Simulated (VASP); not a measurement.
# GeP5 (I4/mmm) in VASP: a series of runs, part 3 of 3

VASP 6.6.1. Earlier steps stand in the parts before.

## Step 5: Relaxation of cell and atoms, PBE

This run uses another cell than the first one, of 23.59 Å³/atom, 1.278 times its volume.

File INCAR:

```
PREC = Accurate
ENCUT = 600
EDIFF = 1E-7
ISMEAR = 0
SIGMA = 0.1
LREAL = False
LASPH = True
NELM = 60
ALGO = Normal
ISIF = 3
LWAVE = False
LCHARG = False
GGA = PE
IBRION = 2
NSW = 90
EDIFFG = -0.04
```

File KPOINTS:

```
regular mesh
0
Gamma
  4 4 4
```

File POSCAR:

```
GeP5
1.0
   -2.9577717900      2.9577717900      4.0455469100
    2.9577717900     -2.9577717900      4.0455469100
    2.9577717900      2.9577717900     -4.0455469100
Ge P
1 5
Direct
    0.0000000000      0.0000000000      0.0000000000
    0.3802885500      0.8802885500      0.5000000000
    0.8802885500      0.3802885500      0.5000000000
    0.6197114500      0.1197114500      0.5000000000
    0.1197114500      0.6197114500      0.5000000000
    0.5000000000      0.5000000000      0.0000000000
```

Potentials or basis: VASP PAW PBE potentials, release 64 (Ge_d, P).

Command:

```console
$ cat potpaw_PBE.64/Ge_d/POTCAR potpaw_PBE.64/P/POTCAR > POTCAR
$ mpirun -np 1 vasp_std > vasp.out
```

OUTCAR:

```text
PREC = Accurate
   ENCUT = 600
   EDIFF = 1E-7
   ISMEAR = 0
   LREAL = False
   LASPH = True
   NELM = 60
   ISIF = 3
   GGA = PE
   IBRION = 2
   NSW = 90
   EDIFFG = -0.04

 ion  position               nearest neighbor table
   1  0.000  0.000  0.000-
   2  0.380  0.880  0.500-   4 1.94   5 2.11
   3  0.880  0.380  0.500-   5 1.94   4 2.11
   4  0.620  0.120  0.500-   2 1.94   3 2.11
   5  0.120  0.620  0.500-   3 1.94   2 2.11
   6  0.500  0.500  0.000-

  LATTYP: Found a body centered tetragonal cell.
 ALAT       =     5.9155435800
 C/A-ratio  =     1.3677684410

  Lattice vectors:

 A1 = (  -2.9577717900,   2.9577717900,   4.0455469100)
 A2 = (   2.9577717900,  -2.9577717900,   4.0455469100)
 A3 = (   2.9577717900,   2.9577717900,  -4.0455469100)

Analysis of symmetry for initial positions (statically):
=====================================================================
 Subroutine PRICEL returns:
 Original cell was already a primitive cell.

 Routine SETGRP: Setting up the symmetry group for a
 body centered tetragonal supercell.

 Subroutine GETGRP returns: Found 16 space group operations
 (whereof 16 operations were pure point group operations)
 out of a pool of 16 trial point group operations.

The static configuration has the point symmetry D_4h.

Analysis of symmetry for dynamics (positions and initial velocities):
=====================================================================
 Subroutine PRICEL returns:
 Original cell was already a primitive cell.

 Routine SETGRP: Setting up the symmetry group for a
 body centered tetragonal supercell.

 Subroutine GETGRP returns: Found 16 space group operations
 (whereof 16 operations were pure point group operations)
 out of a pool of 16 trial point group operations.

The dynamic configuration has the point symmetry D_4h.

 Subroutine INISYM returns: Found 16 space group operations
 (whereof 16 operations are pure point group operations),
 and found     1 'primitive' translations

----------------------------------------------------------------------------------------

                                     Primitive cell

  volume of cell :     141.5685

  direct lattice vectors                    reciprocal lattice vectors
    -2.957771790  2.957771790  4.045546910     0.000000000  0.169046172  0.123592684
     2.957771790 -2.957771790  4.045546910     0.169046172  0.000000000  0.123592684
     2.957771790  2.957771790 -4.045546910     0.169046172  0.169046172  0.000000000

  length of vectors
     5.819216247  5.819216247  5.819216247     0.209408118  0.209408118  0.239067390

  position of ions in fractional coordinates (direct lattice)
     0.000000000  0.000000000  0.000000000
     0.380288550  0.880288550  0.500000000
     0.880288550  0.380288550  0.500000000
     0.619711450  0.119711450  0.500000000
     0.119711450  0.619711450  0.500000000
     0.500000000  0.500000000  0.000000000

  ion indices of the primitive-cell ions
   primitive index   ion index
                 1           1
                 2           2
                 3           3
                 4           4
                 5           5
                 6           6

----------------------------------------------------------------------------------------

 KPOINTS: regular mesh

Automatic generation of k-mesh.
 Grid dimensions read from file:
 generate k-points for:    4    4    4

 Generating k-lattice:

  Cartesian coordinates                     Fractional coordinates (reciprocal lattice)
     0.000000000  0.042261543  0.030898171     0.250000000  0.000000000  0.000000000
     0.042261543  0.000000000  0.030898171     0.000000000  0.250000000  0.000000000
     0.042261543  0.042261543  0.000000000     0.000000000  0.000000000  0.250000000

  Length of vectors
     0.052352030  0.052352030  0.059766847

  Shift w.r.t. Gamma in fractional coordinates (k-lattice)
     0.000000000  0.000000000  0.000000000

 Subroutine IBZKPT returns following result:
 ===========================================

 Found     13 irreducible k-points:

 Following reciprocal coordinates:
            Coordinates               Weight
  0.000000  0.000000  0.000000      1.000000
  0.250000  0.000000 -0.000000      8.000000
  0.500000  0.000000 -0.000000      4.000000
  0.250000  0.250000 -0.000000      8.000000
  0.500000  0.250000  0.000000     16.000000
 -0.250000  0.250000  0.000000      4.000000
  0.500000  0.500000 -0.000000      2.000000
  0.250000  0.250000  0.250000      2.000000
 -0.250000  0.250000  0.250000      4.000000
  0.500000  0.500000  0.250000      4.000000
 -0.250000  0.500000  0.250000      8.000000
 -0.250000 -0.250000  0.250000      2.000000
  0.500000  0.500000  0.500000      1.000000
   k-points           NKPTS =     13   k-points in BZ     NKDIM =     13   number of bands    NBANDS=     23
   number of dos      NEDOS =    301   number of ions     NIONS =      6
   total plane-waves  NPLWV = 110592
   dimension x,y,z NGX =    48 NGY =   48 NGZ =   48
   dimension x,y,z NGXF=    96 NGYF=   96 NGZF=   96
   ions per type =               1   5
   NGX,Y,Z   is equivalent  to a cutoff of  13.71, 13.71, 13.71 a.u.
   NGXF,Y,Z  is equivalent  to a cutoff of  27.43, 27.43, 27.43 a.u.
 SYSTEM =  unknown system
   PREC   = accura    normal or accurate (medium, high low for compatibility)
   ISTART =      0    job   : 0-new  1-cont  2-samecut
   ICHARG =      2    charge: 1-file 2-atom 10-const
   ISPIN  =      1    spin polarized calculation?
   LNONCOLLINEAR =      F non collinear calculations
   LSORBIT =      F    spin-orbit coupling
   LASPH  =      T    aspherical Exc in radial PAW
   ENCUT  =  600.0 eV  44.10 Ry    6.64 a.u.  11.62 11.62 11.62*2*pi/ulx,y,z
   NELM   =     60;   NELMIN=  2; NELMDL= -5     # of ELM steps
   EDIFF  = 0.1E-06   stopping-criterion for ELM
   LREAL  =      F    real-space projection
   EDIFFG = -.4E-01   stopping-criterion for IOM
   NSW    =     90    number of steps for IOM
   IBRION =      2    ionic relax: 0-MD 1-quasi-New 2-CG
   NFREE  =      1    steps in history (QN), initial steepest desc. (CG)
   ISIF   =      3    stress and relaxation
   ISYM   =      2    0-nonsym 1-usesym 2-fastsym
   POTIM  = 0.5000    time-step for ionic-motion
   TEBEG  =    0.0;   TEEND  =   0.0 temperature during run
   PSTRESS=    0.0 pullay stress
   NELECT =      39.0000    total number of electrons
   NUPDOWN=      -1.0000    fix difference up-down
   EMIN   =  10.00;   EMAX   =-10.00  energy-range for DOS
   EFERMI =   0.00;   METHOD = LEGACY
   ISMEAR =     0;   SIGMA  =   0.10  broadening in eV -4-tet -1-fermi 0-gaus
   EFERMI_NEDOS =   21; number of points for ismear=-14 and -15
   IALGO  =     38    algorithm
   IMIX   =      4    mixing-type and parameters
     AMIX     =   0.40;   BMIX     =  1.00
     AMIX_MAG =   1.60;   BMIX_MAG =  1.00
  volume/ion in A,a.u.               =      23.59       159.23
  Fermi-wavevector in a.u.,A,eV,Ry     =   1.065224  2.012981 15.438554  1.134702
  Thomas-Fermi vector in A             =   2.200768
   LORBIT       =      0    0 simple, 1 ext, 2 COOP (PROOUT), +10 PAW based schemes
   GGA     = PE    functional components
   LHFCALC =     F    Hartree Fock is set to
   AEXX    =    0.0000 exact exchange contribution
   IVDW    =     0    specifies the selected vdW correction
   LEPSILON=     F    determine dielectric tensor
   LRPA    =     F    only Hartree local field effects (RPA)
 conjugate gradient relaxation of ions
 non-spin polarized calculation
 Gauss-broadening in eV      SIGMA  =   0.10
  energy-cutoff  :      600.00
  volume of cell :      141.57
 maximum number of plane-waves:      4773
 NGX is ok and might be reduce to    48
   NGX = 23   NGY = 23   NGZ = 23

--------------------------------------- Ionic step        1  -------------------------------------------

 number of electron      38.9999995 magnetization

 Free energy of the ion-electron system (eV)
  ---------------------------------------------------
  ext. energy  EPLUGINS =         0.00000000
  ---------------------------------------------------
  free energy    TOTEN  =       -24.10815391 eV

  energy without entropy =      -24.08897197  energy(sigma->0) =      -24.09856294

------------------------ aborting loop because EDIFF is reached ----------------------------------------

  FORCE on cell =-STRESS in cart. coord.  units (eV):
  Direction    XX          YY          ZZ          XY          YZ          ZX
  --------------------------------------------------------------------------------------
  -------------------------------------------------------------------------------------
  Total       -9.5749226     -9.5749226     25.1882232      0.0000000      0.0000000      0.0000000
  in kB     -108.3625701   -108.3625701    285.0634631      0.0000000      0.0000000      0.0000000
  external PRESSURE =      22.7794409 kB  Pullay stress =       0.0000000 kB
[... 794 lines left out ...]
     22       5.2106      1.99968
     23       5.9171      0.00000

[... ionic steps 4 to 9 ...]

--------------------------------------- Ionic step       10  -------------------------------------------

 number of electron      39.0000003 magnetization

------------------------ aborting loop because EDIFF is reached ----------------------------------------
[... 75 lines left out ...]
--------------------------------------- Ionic step       12  -------------------------------------------

 number of electron      39.0000004 magnetization

 Free energy of the ion-electron system (eV)
  ---------------------------------------------------
  ext. energy  EPLUGINS =         0.00000000
  ---------------------------------------------------
  free energy    TOTEN  =       -28.17792235 eV

  energy without entropy =      -28.16283304  energy(sigma->0) =      -28.17037769

 E-fermi :   6.8828     XC(G=0): -10.4482

 val. band max:        6.8624896061   @ k =   0.5000   0.5000   0.2500
 cond. band min:       6.9246924243   @ k =   0.5000   0.0000  -0.0000
 fundamental gap:      0.0622028181
 Fermi energy:         6.8827777123
[... 369 lines left out ...]
  FREE ENERGIE OF THE ION-ELECTRON SYSTEM (eV)
  ---------------------------------------------------
  free  energy   TOTEN  =       -28.1779223507 eV

  energy  without entropy=      -28.1628330365  energy(sigma->0) =      -28.17037769

 reached required accuracy - stopping structural energy minimisation
```

OSZICAR:

```text
N       E                     dE             d eps       ncg     rms          rms(c)
DAV:   1     0.300212615919E+03    0.30021E+03   -0.18201E+04   697   0.250E+03
DAV:   2     0.170083113072E+02   -0.28320E+03   -0.27827E+03   654   0.612E+02
DAV:   3    -0.223772013972E+02   -0.39386E+02   -0.38508E+02   777   0.143E+02
[... 175 lines left out ...]
DAV:   4    -0.281779233185E+02    0.47842E-04   -0.72121E-05   676   0.666E-02    0.182E-02
DAV:   5    -0.281779210516E+02    0.22668E-05   -0.65108E-06   754   0.286E-02    0.788E-03
DAV:   6    -0.281779221523E+02   -0.11006E-05   -0.14332E-06   772   0.129E-02    0.304E-03
DAV:   7    -0.281779223323E+02   -0.17999E-06   -0.83400E-08   355   0.195E-03    0.138E-03
DAV:   8    -0.281779223507E+02   -0.18414E-07   -0.27321E-08   320   0.124E-03
  12 F= -.28177922E+02 E0= -.28170378E+02  d E =-.102086E-02
```

CONTCAR:

```text
GeP5
   1.00000000000000
    -2.3550090511688375    2.3550090511688375    4.8897734670770099
     2.3550090511688375   -2.3550090511688375    4.8897734670770099
     2.3550090511688375    2.3550090511688375   -4.8897734670770099
  Ge              P
     1     5
Direct
     0.0000000000000000    0.0000000000000000    0.0000000000000000
     0.3557134006132919    0.8557134006132917    0.5000000000000000
     0.8557134006132917    0.3557134006132919    0.5000000000000000
     0.6442865993867083    0.1442865993867083    0.5000000000000000
     0.1442865993867083    0.6442865993867083    0.5000000000000000
     0.5000000000000000    0.5000000000000000    0.0000000000000000

  0.00000000E+00  0.00000000E+00  0.00000000E+00
  0.00000000E+00  0.00000000E+00  0.00000000E+00
  0.00000000E+00  0.00000000E+00  0.00000000E+00
  0.00000000E+00  0.00000000E+00  0.00000000E+00
  0.00000000E+00  0.00000000E+00  0.00000000E+00
  0.00000000E+00  0.00000000E+00  0.00000000E+00
```

It took 6.5 min on 1 thread of Intel Xeon 6975P-C (Granite Rapids), shared host; peak memory 0.36 GiB.

What came out:

| Quantity | Value |
| --- | --- |
| Free energy | -28.1779 eV |
| Relaxed volume | 18.08 Å³/atom |
| Relaxed cell | a = 5.916 Å, b = 5.916 Å, c = 5.916 Å, α = 133.09°, β = 133.09°, γ = 68.52° |
| Space group after relaxing (to 0.05 Å) | I4/mmm (No. 139) |
| Energy gained by relaxing | 678.3 meV/atom |
| Ionic steps | 12 |
| Pressure after relaxing | 0.1 GPa |
| Largest force after relaxing | 0.016 eV/Å |

Forces in eV/Å, atoms in the order of the input:
```
Ge   0.000  0.000  0.000
P    0.000  0.000 -0.016
P    0.000  0.000 -0.016
P    0.000  0.000  0.016
P    0.000  0.000  0.016
P    0.000  0.000  0.000
```

Step by step:
| step | energy change (eV) | largest force (eV/Å) | pressure (GPa) | volume (Å³) |
| --- | --- | --- | --- | --- |
| 1 | 0.0000 | 3.4964 | 2.28 | 141.57 |
| 2 | -2.3995 | 0.5095 | -9.08 | 145.04 |
| 3 | -2.5053 | 0.7495 | -9.31 | 145.03 |
| 4 | -2.6747 | 0.7903 | -9.89 | 144.85 |
| 5 | -3.5583 | 3.2903 | 1.93 | 115.54 |
| 6 | -3.6514 | 2.0106 | -2.04 | 121.52 |
| 7 | -3.9296 | 0.2053 | 1.50 | 104.23 |
| 8 | -3.9971 | 0.5107 | -0.69 | 109.77 |
| 9 | -4.0630 | 0.1977 | 0.04 | 108.54 |
| 10 | -4.0687 | 0.0765 | 0.48 | 108.06 |
| 11 | -4.0689 | 0.0993 | -0.27 | 108.88 |
| 12 | -4.0698 | 0.0163 | 0.09 | 108.48 |

Final structure:
```cif
data_structure
_symmetry_space_group_name_H-M 'P 1'
_symmetry_Int_Tables_number 1
_cell_length_a 5.9163
_cell_length_b 5.9163
_cell_length_c 5.9163
_cell_angle_alpha 133.086
_cell_angle_beta 133.086
_cell_angle_gamma 68.519
_cell_volume 108.48
loop_
_atom_site_label
_atom_site_type_symbol
_atom_site_fract_x
_atom_site_fract_y
_atom_site_fract_z
_atom_site_occupancy
Ge1 Ge 0.00000 0.00000 0.00000 1
P1 P 0.35571 0.85571 0.50000 1
P2 P 0.85571 0.35571 0.50000 1
P3 P 0.64429 0.14429 0.50000 1
P4 P 0.14429 0.64429 0.50000 1
P5 P 0.50000 0.50000 0.00000 1
```

Levels at points of the mesh, in eV from the Fermi level:
| k point | band 18 | band 19 | band 20 | band 21 | band 22 | band 23 |
| --- | --- | --- | --- | --- | --- | --- |
| (0.00, 0.00, 0.00) | -1.92 | -1.60 | -0.56 | 2.23 | 2.23 | 2.76 |
| (0.50, 0.00, 0.00) | -1.67 | -1.57 | -0.33 | 0.04 | 1.67 | 3.13 |
| (0.50, 0.50, 0.00) | 0.08 | 0.12 | 0.92 | 1.21 | 1.82 | 1.92 |
| (0.50, 0.50, 0.50) | -1.17 | -1.17 | -0.63 | -0.63 | -0.58 | 0.43 |

Caveat: the k points lie up to 0.47 Å⁻¹ apart in the final cell; the volume moved by over 15 % at a fixed basis, so the end points are rough.

## Step 6: Overview

```csv
task,cell,k mesh,cutoff (eV),gap on the mesh (eV),pressure (GPa),largest force (eV/Å)
single point,"a = 5.769 Å, angles 129.7, 129.7, 73.8°, 6 atoms",4 × 4 × 4,520,none,0.1,0.03
single point,"a = 5.819 Å, angles 118.9, 118.9, 91.9°, 6 atoms",4 × 4 × 4,520,none,2.3,3.50
single point,"a = 5.910 Å, angles 132.5, 132.5, 69.4°, 6 atoms",6 × 6 × 6,520,none,-0.2,0.05
relaxation of cell and atoms,"relaxed from a = 5.819 Å, angles 118.9, 118.9, 91.9°, 6 atoms",4 × 4 × 4,600,none,0.1,0.02
```

Alike in all rows: level PBE; potentials or basis VASP PAW PBE potentials, release 64 (Ge_d, P); no spin polarisation; smearing gaussian 0.1 eV.

Caveats: some runs use coarse meshes; forces of over 1 eV/Å act on the atoms, so gaps and moduli don't describe the material at rest (some runs); the volume moved by over 15 % at a fixed basis, so the end points are rough (some runs).

Absolute energies hang on the potentials; compare differences alone.
